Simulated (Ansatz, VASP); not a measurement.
**Two plane-wave programs on BaTe**

```
CELL_PARAMETERS angstrom
0.00000 3.53239 3.53239
3.53239 0.00000 3.53239
3.53239 3.53239 0.00000
ATOMIC_POSITIONS crystal
Ba 0.00000 0.00000 0.00000
Te 0.50000 0.50000 0.50000
```

Alike in both runs: task single point; functional PBE; k mesh 6 × 6 × 6; occupations fermi-dirac, width 0.02 eV; no spin polarisation.

|  | VASP | Ansatz |
| --- | --- | --- |
| version | VASP 6.6.1 | Ansatz 0.2.0 |
| potentials or method | VASP PAW PBE potentials, release 64 (Ba_sv, Te) | plane waves, PAW |
| plane-wave cutoff (eV) | 520 | 420 |
| valence electrons in the cell | 16 | 26 |

Ansatz gave:

- gap on the k mesh at the Fermi level (eV): 1.65
- pressure (GPa): 0.0

Task: Which values does VASP return?

Result: gap on the k mesh at the Fermi level (eV): 1.58; pressure (GPa): 0.3.

VASP's potentials hold 16 valence electrons a cell and Ansatz's 26, so a difference there can come from the potentials and not from the codes.

Neither program's run includes spin-orbit coupling.
